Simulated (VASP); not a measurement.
The system is BAs.

```
B As
1.0
     3.38435    0.00000    0.00000
    -1.69217    2.93093    0.00000
     0.00000    0.00000    9.99615
B As
2 2
Direct
  0.33333 0.66667 0.25000
  0.66667 0.33333 0.75000
  0.66667 0.33333 0.25000
  0.33333 0.66667 0.75000
```

Base run:

```yaml
Program: VASP 6.6.1
Functional: PBE
Potentials_or_basis: VASP PAW PBE potentials, release 64 (B, As)
Cutoff: 520 eV
k_mesh: 9 × 9 × 2
Occupations: gaussian, width 0.01 eV
Spin: no spin polarisation
```

Its results: band gap on the k mesh 0.74 eV, direct; pressure 0.4 GPa.

Q: The run is repeated on the same cell with these changes: potentials or basis from VASP PAW PBE potentials, release 64 (B, As) to VASP PAW PBE potentials, release 64 (B, As_d); cutoff from 520 eV to 600 eV; further incar settings from ALGO = Normal; EDIFF = 1e-06; NBANDS = 16 to ALGO = Normal; EDIFF = 1e-06; NBANDS = 26; valence electrons from 16 to 36. What comes out?

A: Band gap on the k mesh 0.76 eV, direct; pressure -0.2 GPa.

Caveats: this functional lacks dispersion, which binds the layers, so the pressure and a relaxed spacing across them are unreliable.

A k mesh can miss the band edges.
